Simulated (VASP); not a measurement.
# Cu (P6_3/mmc) in VASP: further runs, part 3 of 3

VASP 6.6.1.

**5. Single point, PBE**

This run uses another cell than the first one, of 11.97 Å³/atom, 1.204 times its volume.

INCAR reads:

```
SYSTEM = Cu
PREC = Accurate ; ENCUT = 520
EDIFF = 1E-6 ; ISMEAR = 0
SIGMA = 0.1 ; LREAL = .FALSE.
LASPH = .TRUE. ; NELM = 60
ALGO = Fast ; ISIF = 2
LWAVE = .FALSE. ; LCHARG = .FALSE.
GGA = PE ; NBANDS = 18
```

KPOINTS reads:

```
regular mesh
0
G
  24 24 12
  0 0 0
```

POSCAR reads:

```
Cu
1.0
    2.5680103728      0.0000000000      0.0000000000
   -1.2840051864      2.2239622200      0.0000000000
    0.0000000000      0.0000000000      4.1935281578
Cu
2
Direct
    0.3333333333      0.6666666667      0.2500000000
    0.6666666667      0.3333333333      0.7500000000
```

Potentials or basis: VASP PAW PBE potentials, release 64 (Cu).

On the command line:

```bash
$ cat potpaw_PBE.64/Cu/POTCAR > POTCAR
$ mpirun -np 1 vasp_std > vasp.out
```

OUTCAR:

```text
SYSTEM = Cu
   PREC = Accurate
   ENCUT = 520
   EDIFF = 1E-6
   ISMEAR = 0
   LREAL = .FALSE.
   LASPH = .TRUE.
   NELM = 60
   ISIF = 2
   GGA = PE

 ion  position               nearest neighbor table
   1  0.333  0.667  0.250-   2 2.57   2 2.57   2 2.57   2 2.57   2 2.57   2 2.57
   2  0.667  0.333  0.750-   1 2.57   1 2.57   1 2.57   1 2.57   1 2.57   1 2.57

  LATTYP: Found a hexagonal cell.
 ALAT       =     2.5680103728
 C/A-ratio  =     1.6329872349

  Lattice vectors:

 A1 = (   2.5680103728,   0.0000000000,   0.0000000000)
 A2 = (  -1.2840051864,   2.2239622200,   0.0000000000)
 A3 = (   0.0000000000,   0.0000000000,   4.1935281578)

Analysis of symmetry for initial positions (statically):
=====================================================================
 Subroutine PRICEL returns:
 Original cell was already a primitive cell.

 Routine SETGRP: Setting up the symmetry group for a
 hexagonal supercell.

 Subroutine GETGRP returns: Found 24 space group operations
 (whereof 12 operations were pure point group operations)
 out of a pool of 24 trial point group operations.

The static configuration has the point symmetry D_3d.
 The point group associated with its full space group is D_6h.

Analysis of symmetry for dynamics (positions and initial velocities):
=====================================================================
 Subroutine PRICEL returns:
 Original cell was already a primitive cell.

 Routine SETGRP: Setting up the symmetry group for a
 hexagonal supercell.

 Subroutine GETGRP returns: Found 24 space group operations
 (whereof 12 operations were pure point group operations)
 out of a pool of 24 trial point group operations.

The dynamic configuration has the point symmetry D_3d.
 The point group associated with its full space group is D_6h.

 Subroutine INISYM returns: Found 24 space group operations
 (whereof 12 operations are pure point group operations),
 and found     1 'primitive' translations

[... 110 lines left out ...]
   EFERMI_NEDOS =   21; number of points for ismear=-14 and -15
   IALGO  =     68    algorithm
   IMIX   =      4    mixing-type and parameters
     AMIX     =   0.40;   BMIX     =  1.00
     AMIX_MAG =   1.60;   BMIX_MAG =  1.00
  volume/ion in A,a.u.               =      11.97        80.81
  Fermi-wavevector in a.u.,A,eV,Ry     =   1.591407  3.007322 34.457773  2.532575
  Thomas-Fermi vector in A             =   2.689952
   LORBIT       =      0    0 simple, 1 ext, 2 COOP (PROOUT), +10 PAW based schemes
   GGA     = PE    functional components
   LHFCALC =     F    Hartree Fock is set to
   AEXX    =    0.0000 exact exchange contribution
   IVDW    =     0    specifies the selected vdW correction
   LEPSILON=     F    determine dielectric tensor
   LRPA    =     F    only Hartree local field effects (RPA)
 non-spin polarized calculation
 RMM-DIIS sequential band-by-band and
 Gauss-broadening in eV      SIGMA  =   0.10
  energy-cutoff  :      520.00
  volume of cell :       23.95
 maximum number of plane-waves:       668
 NGX is ok and might be reduce to    20
   NGX =  9   NGY =  9   NGZ = 15

 number of electron      22.0000008 magnetization

 Free energy of the ion-electron system (eV)
  ---------------------------------------------------
  ext. energy  EPLUGINS =         0.00000000
  ---------------------------------------------------
  free energy    TOTEN  =        -7.44190151 eV

  energy without entropy =       -7.43929537  energy(sigma->0) =       -7.44059844

 E-fermi :   7.3988     XC(G=0): -12.6453

 val. band max:        7.3951205486   @ k =   0.5000   0.0000   0.0833
 cond. band min:       7.4049844568   @ k =   0.1667   0.0000   0.1667
 fundamental gap:      0.0098639083
 Fermi energy:         7.3988035190

 k-point     1 :       0.0000    0.0000    0.0000
  band No.  band energies     occupation
      1      -1.8314      2.00000
      2       2.4148      2.00000
      3       4.4284      2.00000
      4       4.4862      2.00000
      5       4.4862      2.00000
      6       4.6885      2.00000
[... 481 lines left out ...]
      5       4.4047      2.00000
      6       4.5105      2.00000
[... 10 lines left out ...]
     17      19.9336      0.00000
     18      26.7390      0.00000

 [... further k-points ...]
[... 5 lines left out ...]
  --------------------------------------------------------------------------------------
  -------------------------------------------------------------------------------------
  Total        0.1465877      0.1465877      0.2457358     -0.0000000     -0.0000000      0.0000000
  in kB        9.8062789      9.8062789     16.4389958     -0.0000000     -0.0000000      0.0000000
  external PRESSURE =      12.0171846 kB  Pullay stress =       0.0000000 kB

 VOLUME and BASIS-vectors are now :
 -----------------------------------------------------------------------------
  energy-cutoff  :      520.00
  volume of cell :       23.95
      direct lattice vectors                 reciprocal lattice vectors
     2.568010373  0.000000000  0.000000000     0.389406527  0.224823963  0.000000000
    -1.284005186  2.223962220  0.000000000     0.000000000  0.449647926  0.000000000
     0.000000000  0.000000000  4.193528158     0.000000000  0.000000000  0.238462689

 POSITION                                       TOTAL-FORCE (eV/Angst)
 -----------------------------------------------------------------------------------
     -0.00000      1.48264      1.04838        -0.000000     -0.000000      0.000000
      1.28401      0.74132      3.14515         0.000000      0.000000     -0.000000
 -----------------------------------------------------------------------------------
    total drift:                               -0.000000      0.000000     -0.000000

  FREE ENERGIE OF THE ION-ELECTRON SYSTEM (eV)
  ---------------------------------------------------
  free  energy   TOTEN  =        -7.4419015145 eV

  energy  without entropy=       -7.4392953689  energy(sigma->0) =       -7.44059844
```

OSZICAR:

```text
N       E                     dE             d eps       ncg     rms          rms(c)
DAV:   1     0.122202995842E+03    0.12220E+03   -0.10547E+04 16636   0.217E+03
DAV:   2    -0.324971690190E+01   -0.12545E+03   -0.11896E+03 15420   0.285E+02
DAV:   3    -0.917555643784E+01   -0.59258E+01   -0.56706E+01 17222   0.851E+01
DAV:   4    -0.923886244392E+01   -0.63306E-01   -0.63261E-01 18334   0.938E+00
DAV:   5    -0.923968464905E+01   -0.82221E-03   -0.82218E-03 18738   0.915E-01    0.109E+01
RMM:   6    -0.815734171329E+01    0.10823E+01   -0.10945E+01 17955   0.585E+01    0.633E+00
RMM:   7    -0.746092921111E+01    0.69641E+00   -0.19821E+00 17746   0.261E+01    0.137E+00
RMM:   8    -0.744387528675E+01    0.17054E-01   -0.51409E-02 18472   0.215E+00    0.350E-01
RMM:   9    -0.744162599049E+01    0.22493E-02   -0.12343E-02 18802   0.206E+00    0.366E-02
RMM:  10    -0.744187617893E+01   -0.25019E-03   -0.22786E-03 19959   0.514E-01    0.292E-02
RMM:  11    -0.744190638480E+01   -0.30206E-04   -0.20023E-04 19488   0.171E-01    0.361E-02
RMM:  12    -0.744189828036E+01    0.81044E-05   -0.86029E-05 19813   0.137E-01    0.821E-03
RMM:  13    -0.744190097499E+01   -0.26946E-05   -0.23527E-05 17734   0.450E-02    0.576E-03
RMM:  14    -0.744190151446E+01   -0.53947E-06   -0.30649E-06 12703   0.249E-02
   1 F= -.74419015E+01 E0= -.74405984E+01  d E =-.260615E-02
```

stdout:

```text
POSCAR found type information on POSCAR Cu
 POSCAR found :  1 types and       2 ions
 scaLAPACK will be used
 LDA part: xc-table for (Slater+PW92), standard interpolation
 POSCAR, INCAR and KPOINTS ok, starting setup
 FFT: planning ... GRIDC
 FFT: planning ... GRID_SOFT
 FFT: planning ... GRID
 WAVECAR not read
 entering main loop
WARNING in EDDRMM: call to ZHEGV failed, returncode =   8  4     16
```

Wall time 65 s (1 thread of Intel Xeon 6975P-C (Granite Rapids), shared host); peak memory 0.26 GiB.

What came out:

| Quantity | Value |
| --- | --- |
| Free energy | -7.4419 eV |
| Pressure | 1.2 GPa |
| Band gap on the k mesh | zero (band 11 reaches 11.43 eV, above the bottom of band 12 at 5.48 eV) |

**6. Single point, PBE (equal strain along all axes, cell held: +2.0 %)**

INCAR reads:

```
SYSTEM = Cu
ALGO     = Fast           ! electronic algorithm
EDIFF    = 1E-6           ! SCF threshold, eV
ENCUT    = 520            ! plane-wave cutoff, eV
GGA      = PE             ! functional
ISIF     = 2              ! what is computed and relaxed
ISMEAR   = 0              ! smearing method
LASPH    = .True.         ! aspherical terms in the spheres
LCHARG   = .False.        ! write CHGCAR
LREAL    = .False.        ! projectors in reciprocal space
LWAVE    = .False.        ! write WAVECAR
NBANDS   = 18             ! bands
NELM     = 60             ! most SCF steps
PREC     = Accurate       ! precision mode
SIGMA    = 0.1            ! smearing width, eV
```

KPOINTS reads:

```
k-points
0
Gamma
  24 24 12
  0 0 0
```

POSCAR reads:

```
Cu
1.0
    2.6193705803      0.0000000000      0.0000000000
   -1.3096852901      2.2684414644      0.0000000000
    0.0000000000      0.0000000000      4.2773987209
Cu
2
Direct
    0.3333333333      0.6666666667      0.2500000000
    0.6666666667      0.3333333333      0.7500000000
```

Potentials or basis: VASP PAW PBE potentials, release 64 (Cu).

On the command line:

```bash
$ cat potpaw_PBE.64/Cu/POTCAR > POTCAR
$ mpirun -np 1 vasp_std > vasp.out
```

OUTCAR:

```text
SYSTEM = Cu
   EDIFF = 1E-6
   ENCUT = 520
   GGA = PE
   ISIF = 2
   ISMEAR = 0
   LASPH = .True.
   LREAL = .False.
   NELM = 60
   PREC = Accurate

 ion  position               nearest neighbor table
   1  0.333  0.667  0.250-   2 2.62   2 2.62   2 2.62   2 2.62   2 2.62   2 2.62
   2  0.667  0.333  0.750-   1 2.62   1 2.62   1 2.62   1 2.62   1 2.62   1 2.62

  LATTYP: Found a hexagonal cell.
 ALAT       =     2.6193705803
 C/A-ratio  =     1.6329872348

  Lattice vectors:

 A1 = (   2.6193705803,   0.0000000000,   0.0000000000)
 A2 = (  -1.3096852901,   2.2684414644,   0.0000000000)
 A3 = (   0.0000000000,   0.0000000000,   4.2773987209)

Analysis of symmetry for initial positions (statically):
=====================================================================
 Subroutine PRICEL returns:
 Original cell was already a primitive cell.

 Routine SETGRP: Setting up the symmetry group for a
 hexagonal supercell.

 Subroutine GETGRP returns: Found 24 space group operations
 (whereof 12 operations were pure point group operations)
 out of a pool of 24 trial point group operations.

The static configuration has the point symmetry D_3d.
 The point group associated with its full space group is D_6h.

[... 157 lines left out ...]
  ext. energy  EPLUGINS =         0.00000000
  ---------------------------------------------------
  free energy    TOTEN  =        -7.41238089 eV

  energy without entropy =       -7.40942312  energy(sigma->0) =       -7.41090201

 E-fermi :   6.7065     XC(G=0): -12.3057

 val. band max:        6.7064087680   @ k =   0.4167   0.0833   0.3333
 cond. band min:       6.7083307289   @ k =   0.4583   0.0417   0.3333
 fundamental gap:      0.0019219610
 Fermi energy:         6.7064967894

 k-point     1 :       0.0000    0.0000    0.0000
  band No.  band energies     occupation
      1      -2.0959      2.00000
      2       2.0308      2.00000
      3       3.9006      2.00000
      4       3.9543      2.00000
      5       3.9543      2.00000
      6       4.1377      2.00000
[... 481 lines left out ...]
      5       3.8946      2.00000
      6       3.9820      2.00000
[... 10 lines left out ...]
     17      18.7752      0.00000
     18      25.2412      0.00000

 [... further k-points ...]
[... 5 lines left out ...]
  --------------------------------------------------------------------------------------
  -------------------------------------------------------------------------------------
  Total       -1.0575360     -1.0575360     -0.9622458     -0.0000000     -0.0000000      0.0000000
  in kB      -66.6655529    -66.6655529    -60.6585984     -0.0000000     -0.0000000      0.0000000
  external PRESSURE =     -64.6632348 kB  Pullay stress =       0.0000000 kB

 VOLUME and BASIS-vectors are now :
 -----------------------------------------------------------------------------
  energy-cutoff  :      520.00
  volume of cell :       25.42
      direct lattice vectors                 reciprocal lattice vectors
     2.619370580  0.000000000  0.000000000     0.381771105  0.220415650  0.000000000
    -1.309685290  2.268441464  0.000000000     0.000000000  0.440831300  0.000000000
     0.000000000  0.000000000  4.277398721     0.000000000  0.000000000  0.233786950

 POSITION                                       TOTAL-FORCE (eV/Angst)
 -----------------------------------------------------------------------------------
     -0.00000      1.51229      1.06935        -0.000000      0.000000     -0.000000
      1.30969      0.75615      3.20805         0.000000      0.000000      0.000000
 -----------------------------------------------------------------------------------
    total drift:                               -0.000000      0.000000     -0.000000

  FREE ENERGIE OF THE ION-ELECTRON SYSTEM (eV)
  ---------------------------------------------------
  free  energy   TOTEN  =        -7.4123808899 eV

  energy  without entropy=       -7.4094231206  energy(sigma->0) =       -7.41090201
```

OSZICAR:

```text
N       E                     dE             d eps       ncg     rms          rms(c)
DAV:   1     0.123511441839E+03    0.12351E+03   -0.10563E+04 16534   0.214E+03
DAV:   2    -0.303616565353E+01   -0.12655E+03   -0.12005E+03 15420   0.284E+02
DAV:   3    -0.908117507406E+01   -0.60450E+01   -0.57629E+01 17334   0.848E+01
DAV:   4    -0.914620833356E+01   -0.65033E-01   -0.64985E-01 18200   0.939E+00
DAV:   5    -0.914705220181E+01   -0.84387E-03   -0.84384E-03 18954   0.919E-01    0.107E+01
RMM:   6    -0.821363758584E+01    0.93341E+00   -0.11574E+01 17918   0.599E+01    0.675E+00
RMM:   7    -0.742514231860E+01    0.78850E+00   -0.22282E+00 17671   0.277E+01    0.124E+00
RMM:   8    -0.741363958540E+01    0.11503E-01   -0.43226E-02 18299   0.213E+00    0.282E-01
RMM:   9    -0.741214886628E+01    0.14907E-02   -0.96471E-03 18949   0.176E+00    0.329E-02
RMM:  10    -0.741233923159E+01   -0.19037E-03   -0.18509E-03 18918   0.511E-01    0.323E-02
RMM:  11    -0.741237158299E+01   -0.32351E-04   -0.32394E-04 20324   0.168E-01    0.106E-02
RMM:  12    -0.741238002711E+01   -0.84441E-05   -0.60872E-05 21156   0.768E-02    0.489E-03
RMM:  13    -0.741238088993E+01   -0.86281E-06   -0.57003E-06 14715   0.240E-02
   1 F= -.74123809E+01 E0= -.74109020E+01  d E =-.295777E-02
```

Wall time 61 s (1 thread of Intel Xeon 6975P-C (Granite Rapids), shared host); peak memory 0.26 GiB.

Results:

| Property | Result |
| --- | --- |
| Free energy | -7.4124 eV |
| Pressure | -6.5 GPa |
| Band gap on the k mesh | zero (band 11 reaches 10.60 eV, above the bottom of band 12 at 4.86 eV) |

Levels at points of the mesh, in eV from the Fermi level:
```tsv
k point	band 8	band 9	band 10	band 11	band 12	band 13	band 14	band 15
(0.00, 0.00, 0.00)	-2.31	-2.31	-1.65	-1.65	-0.79	3.41	20.65	20.65
(0.50, 0.00, 0.00)	-1.57	-1.53	-1.48	0.02	1.42	7.44	7.70	10.23
(0.00, 0.00, 0.50)	-2.79	-1.85	-1.85	-1.85	-1.85	11.85	11.85	21.43
(0.50, 0.00, 0.50)	-1.78	-1.51	-1.51	0.58	0.58	4.45	4.45	15.36
```

Caveat: the cell differs from its parent crystal (equal strain along all axes, cell held: +2.0 %).

**7. The runs side by side**

| cell | gap on the mesh (eV) | pressure (GPa) |
| --- | --- | --- |
| a = 2.414, b = 2.414, c = 3.942 Å, angles 90.0, 90.0, 120.0°, 2 atoms | none | 41.7 |
| a = 2.465, b = 2.465, c = 4.026 Å, angles 90.0, 90.0, 120.0°, 2 atoms | none | 23.7 |
| a = 2.517, b = 2.517, c = 4.110 Å, angles 90.0, 90.0, 120.0°, 2 atoms | none | 11.4 |
| a = 2.568, b = 2.568, c = 4.194 Å, angles 90.0, 90.0, 120.0°, 2 atoms | none | 1.2 |
| a = 2.619, b = 2.619, c = 4.277 Å, angles 90.0, 90.0, 120.0°, 2 atoms | none | -6.5 |

Alike in all rows: task single point; level PBE; potentials or basis VASP PAW PBE potentials, release 64 (Cu); no spin polarisation; k mesh 24 × 24 × 12; cutoff (eV) 520; smearing gaussian 0.1 eV.

Total energies depend on the potentials used, so only differences within one code and one set of settings carry meaning.
